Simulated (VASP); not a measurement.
# ZnS (R3m) in VASP: single point with PBEsol

Aim: the single point of ZnS with PBEsol.

All numbers are computed with VASP 6.6.1; they aren't measurements. Logs are shortened: lines on timing, memory, paths and dates and some standing lists are left out, and cuts for length are marked.

## 1. The cell of the first run

The structure is trigonal, space group R3m (No. 160). Conventional cell: a = 3.844 Å, b = 3.844 Å, c = 9.275 Å, α = 90.00°, β = 90.00°, γ = 120.00°. Zn (site symmetry 3m) has 4 S at 2.32 to 2.35 Å within 3.1 Å. Within 3.1 Å of S (site symmetry 3m) lie 4 Zn at 2.32 to 2.35 Å.

## 2. Single point, PBEsol (equal xy, yz and zx shear strains of -1 %)

File INCAR:

```
SYSTEM = ZnS
PREC = Accurate ; ENCUT = 520
EDIFF = 1E-6 ; ISMEAR = -1
SIGMA = 0.01 ; LREAL = .False.
LASPH = .True. ; NELM = 80
ALGO = Normal ; ISIF = 2
LWAVE = .False. ; LCHARG = .True.
GGA = PS ; LELF = .True.
LVHAR = .True. ; NBANDS = 16
```

File KPOINTS:

```
Automatic mesh
0
Gamma
  8 8 8
  0 0 0
```

File POSCAR:

```
ZnS
1.0
   -0.0270465000      2.6911267500      2.6911267500
    2.6911267500     -0.0270465000      2.6911267500
    2.6911267500      2.6911267500     -0.0270465000
Zn S
1 1
Direct
    0.0000000000      0.0000000000      0.0000000000
    0.7500000000      0.7500000000      0.7500000000
```

Potentials or basis: VASP PAW PBE potentials, release 64 (Zn, S).

Command:

```bash
> cat potpaw_PBE.64/Zn/POTCAR potpaw_PBE.64/S/POTCAR > POTCAR
> mpirun -np 1 vasp_std > vasp.out
```

OUTCAR:

```text
SYSTEM = ZnS
   PREC = Accurate
   ENCUT = 520
   EDIFF = 1E-6
   ISMEAR = -1
   LREAL = .False.
   LASPH = .True.
   NELM = 80
   ISIF = 2
   GGA = PS

 ion  position               nearest neighbor table
   1  0.000  0.000  0.000-   2 2.32   2 2.35   2 2.35   2 2.35
   2  0.750  0.750  0.750-   1 2.32   1 2.35   1 2.35   1 2.35

  LATTYP: Found a trigonal (rhomboedric) cell.
 ALAT       =     3.8059240510
 COS(alpha) =     0.4899250057

  Lattice vectors:

 A1 = (  -0.0270465000,   2.6911267500,   2.6911267500)
 A2 = (   2.6911267500,  -0.0270465000,   2.6911267500)
 A3 = (   2.6911267500,   2.6911267500,  -0.0270465000)

Analysis of symmetry for initial positions (statically):
=====================================================================
 Subroutine PRICEL returns:
 Original cell was already a primitive cell.

 Routine SETGRP: Setting up the symmetry group for a
 trigonal (rhombohedral) supercell.

 Subroutine GETGRP returns: Found  6 space group operations
 (whereof  6 operations were pure point group operations)
 out of a pool of 12 trial point group operations.

The static configuration has the point symmetry C_3v.

Analysis of symmetry for dynamics (positions and initial velocities):
=====================================================================
 Subroutine PRICEL returns:
 Original cell was already a primitive cell.

 Routine SETGRP: Setting up the symmetry group for a
 trigonal (rhombohedral) supercell.

 Subroutine GETGRP returns: Found  6 space group operations
 (whereof  6 operations were pure point group operations)
 out of a pool of 12 trial point group operations.

The dynamic configuration has the point symmetry C_3v.

 Subroutine INISYM returns: Found  6 space group operations
 (whereof  6 operations are pure point group operations),
 and found     1 'primitive' translations

----------------------------------------------------------------------------------------

                                     Primitive cell

  volume of cell :      39.5668

  direct lattice vectors                    reciprocal lattice vectors
    -0.027046500  2.691126750  2.691126750    -0.183018043  0.184876094  0.184876094
     2.691126750 -0.027046500  2.691126750     0.184876094 -0.183018043  0.184876094
     2.691126750  2.691126750 -0.027046500     0.184876094  0.184876094 -0.183018043

  length of vectors
     3.805924051  3.805924051  3.805924051     0.319145647  0.319145647  0.319145647

  position of ions in fractional coordinates (direct lattice)
     0.000000000  0.000000000  0.000000000
     0.750000000  0.750000000  0.750000000

  ion indices of the primitive-cell ions
   primitive index   ion index
                 1           1
                 2           2

----------------------------------------------------------------------------------------

 KPOINTS: Automatic mesh

Automatic generation of k-mesh.
 Grid dimensions read from file:
 generate k-points for:    8    8    8

 Generating k-lattice:

  Cartesian coordinates                     Fractional coordinates (reciprocal lattice)
    -0.022877255  0.023109512  0.023109512     0.125000000 -0.000000000 -0.000000000
     0.023109512 -0.022877255  0.023109512    -0.000000000  0.125000000 -0.000000000
     0.023109512  0.023109512 -0.022877255    -0.000000000 -0.000000000  0.125000000

  Length of vectors
     0.039893206  0.039893206  0.039893206

  Shift w.r.t. Gamma in fractional coordinates (k-lattice)
     0.000000000  0.000000000  0.000000000

 Subroutine IBZKPT returns following result:
 ===========================================

 Found     65 irreducible k-points:

 Following reciprocal coordinates:
            Coordinates               Weight
  0.000000  0.000000  0.000000      1.000000
  0.125000 -0.000000 -0.000000      6.000000
  0.250000 -0.000000 -0.000000      6.000000
  0.375000 -0.000000 -0.000000      6.000000
  0.500000 -0.000000 -0.000000      3.000000
  0.125000  0.125000 -0.000000      6.000000
[... 16 lines left out ...]
  0.250000  0.125000  0.125000      6.000000
  0.375000  0.125000  0.125000      6.000000
 [... further k-points ...]
   k-points           NKPTS =     65   k-points in BZ     NKDIM =     65   number of bands    NBANDS=     16
   number of dos      NEDOS =    301   number of ions     NIONS =      2
   total plane-waves  NPLWV =  21952
   dimension x,y,z NGX =    28 NGY =   28 NGZ =   28
   dimension x,y,z NGXF=    56 NGYF=   56 NGZF=   56
   ions per type =               1   1
   NGX,Y,Z   is equivalent  to a cutoff of  12.23, 12.23, 12.23 a.u.
   NGXF,Y,Z  is equivalent  to a cutoff of  24.46, 24.46, 24.46 a.u.
 SYSTEM =  ZnS
   PREC   = accura    normal or accurate (medium, high low for compatibility)
   ISTART =      0    job   : 0-new  1-cont  2-samecut
   ICHARG =      2    charge: 1-file 2-atom 10-const
   ISPIN  =      1    spin polarized calculation?
   LNONCOLLINEAR =      F non collinear calculations
   LSORBIT =      F    spin-orbit coupling
   LASPH  =      T    aspherical Exc in radial PAW
   ENCUT  =  520.0 eV  38.22 Ry    6.18 a.u.   7.08  7.08  7.08*2*pi/ulx,y,z
   NELM   =     80;   NELMIN=  2; NELMDL= -5     # of ELM steps
   EDIFF  = 0.1E-05   stopping-criterion for ELM
   LREAL  =      F    real-space projection
   EDIFFG = 0.1E-04   stopping-criterion for IOM
   NSW    =      0    number of steps for IOM
   IBRION =     -1    ionic relax: 0-MD 1-quasi-New 2-CG
   NFREE  =      0    steps in history (QN), initial steepest desc. (CG)
   ISIF   =      2    stress and relaxation
   ISYM   =      2    0-nonsym 1-usesym 2-fastsym
   POTIM  = 0.5000    time-step for ionic-motion
   TEBEG  =    0.0;   TEEND  =   0.0 temperature during run
   PSTRESS=    0.0 pullay stress
   NELECT =      18.0000    total number of electrons
   NUPDOWN=      -1.0000    fix difference up-down
   EMIN   =  10.00;   EMAX   =-10.00  energy-range for DOS
   EFERMI =   0.00;   METHOD = LEGACY
   ISMEAR =    -1;   SIGMA  =   0.01  broadening in eV -4-tet -1-fermi 0-gaus
   EFERMI_NEDOS =   21; number of points for ismear=-14 and -15
   IALGO  =     38    algorithm
   IMIX   =      4    mixing-type and parameters
     AMIX     =   0.40;   BMIX     =  1.00
     AMIX_MAG =   1.60;   BMIX_MAG =  1.00
  volume/ion in A,a.u.               =      19.78       133.50
  Fermi-wavevector in a.u.,A,eV,Ry     =   1.259086  2.379328 21.569292  1.585298
  Thomas-Fermi vector in A             =   2.392664
   LORBIT       =      0    0 simple, 1 ext, 2 COOP (PROOUT), +10 PAW based schemes
   GGA     = PS    functional components
   LHFCALC =     F    Hartree Fock is set to
   AEXX    =    0.0000 exact exchange contribution
   IVDW    =     0    specifies the selected vdW correction
   LEPSILON=     F    determine dielectric tensor
   LRPA    =     F    only Hartree local field effects (RPA)
 non-spin polarized calculation
  energy-cutoff  :      520.00
  volume of cell :       39.57
 maximum number of plane-waves:      1076
   NGX = 15   NGY = 15   NGZ = 15

 number of electron      17.9999996 magnetization

 Free energy of the ion-electron system (eV)
  ---------------------------------------------------
  ext. energy  EPLUGINS =         0.00000000
  ---------------------------------------------------
  free energy    TOTEN  =        -7.57972629 eV

  energy without entropy =       -7.57972629  energy(sigma->0) =       -7.57972629

 E-fermi :   2.2625     XC(G=0):  -9.8363

 val. band max:        2.0199569729   @ k =   0.0000   0.0000   0.0000
 cond. band min:       3.9492446065   @ k =   0.0000   0.0000   0.0000
 fundamental gap:      1.9292876336
 Fermi energy:         2.2624780552

 k-point     1 :       0.0000    0.0000    0.0000
  band No.  band energies     occupation
      1     -11.1488      2.00000
      2      -4.3817      2.00000
      3      -4.3700      2.00000
      4      -4.3700      2.00000
      5      -3.8778      2.00000
      6      -3.8778      2.00000
[... 8 lines left out ...]
     15      13.7201      0.00000
     16      13.7201      0.00000

 k-point     2 :       0.1250   -0.0000   -0.0000
  band No.  band energies     occupation
      1     -11.0321      2.00000
      2      -4.3728      2.00000
      3      -4.3579      2.00000
      4      -4.3497      2.00000
      5      -3.8797      2.00000
      6      -3.8791      2.00000
[... 8 lines left out ...]
     15      13.1315      0.00000
     16      14.4180      0.00000

 k-point     3 :       0.2500   -0.0000   -0.0000
  band No.  band energies     occupation
      1     -10.7269      2.00000
      2      -4.3303      2.00000
      3      -4.3109      2.00000
      4      -4.3055      2.00000
      5      -3.8770      2.00000
      6      -3.8752      2.00000
[... 8 lines left out ...]
     15      12.9626      0.00000
     16      13.9805      0.00000

 k-point     4 :       0.3750   -0.0000   -0.0000
  band No.  band energies     occupation
      1     -10.3797      2.00000
      2      -4.2782      2.00000
      3      -4.2709      2.00000
      4      -4.1152      2.00000
      5      -3.8610      2.00000
      6      -3.8582      2.00000
[... 8 lines left out ...]
     15      13.9109      0.00000
     16      14.1043      0.00000
[... 324 lines left out ...]
 k-point    22 :       0.1250    0.1250    0.1250
  band No.  band energies     occupation
      1     -11.0268      2.00000
      2      -4.3835      2.00000
      3      -4.3475      2.00000
      4      -4.3475      2.00000
      5      -3.8802      2.00000
      6      -3.8802      2.00000
[... 8 lines left out ...]
     15      13.0500      0.00000
     16      14.4035      0.00000

 k-point    23 :       0.2500    0.1250    0.1250
  band No.  band energies     occupation
      1     -10.8436      2.00000
      2      -4.3761      2.00000
      3      -4.3220      2.00000
      4      -4.3067      2.00000
      5      -3.8950      2.00000
      6      -3.8663      2.00000
[... 8 lines left out ...]
     15      13.2663      0.00000
     16      15.5170      0.00000

 k-point    24 :       0.3750    0.1250    0.1250
  band No.  band energies     occupation
      1     -10.5184      2.00000
      2      -4.3016      2.00000
      3      -4.2741      2.00000
      4      -4.2485      2.00000
      5      -3.8952      2.00000
      6      -3.8463      2.00000
[... 8 lines left out ...]
     15      14.3231      0.00000
     16      15.2388      0.00000

 [... further k-points ...]
[... 5 lines left out ...]
  --------------------------------------------------------------------------------------
  -------------------------------------------------------------------------------------
  Total       -0.4834433     -0.4834433     -0.4834433      0.1678874      0.1678874      0.1678874
  in kB      -19.5760752    -19.5760752    -19.5760752      6.7982675      6.7982675      6.7982675
  external PRESSURE =     -19.5760752 kB  Pullay stress =       0.0000000 kB

 VOLUME and BASIS-vectors are now :
 -----------------------------------------------------------------------------
  energy-cutoff  :      520.00
  volume of cell :       39.57
      direct lattice vectors                 reciprocal lattice vectors
    -0.027046500  2.691126750  2.691126750    -0.183018043  0.184876094  0.184876094
     2.691126750 -0.027046500  2.691126750     0.184876094 -0.183018043  0.184876094
     2.691126750  2.691126750 -0.027046500     0.184876094  0.184876094 -0.183018043

 POSITION                                       TOTAL-FORCE (eV/Angst)
 -----------------------------------------------------------------------------------
      0.00000      0.00000      0.00000         0.054548      0.054548      0.054548
      4.01641      4.01641      4.01641        -0.054548     -0.054548     -0.054548
 -----------------------------------------------------------------------------------
    total drift:                               -0.000039     -0.000039     -0.000039

  FREE ENERGIE OF THE ION-ELECTRON SYSTEM (eV)
  ---------------------------------------------------
  free  energy   TOTEN  =        -7.5797262890 eV

  energy  without entropy=       -7.5797262890  energy(sigma->0) =       -7.57972629
```

Run time: 38 s. Hardware: 1 thread of Intel Xeon 6975P-C, shared host; peak memory 0.18 GiB.

Results:

* Free energy: -7.5797 eV
* Pressure: -2.0 GPa
* Largest force: 0.094 eV/Å
* Band gap on the k mesh: 1.93 eV, direct

Forces on the atoms (eV/Å):
```
Zn   0.055  0.055  0.055
S   -0.055 -0.055 -0.055
```

Caveat: the cell differs from its parent crystal (equal xy, yz and zx shear strains of -1 %); the PAW data sets were made with another functional, which shifts forces and pressure a little.
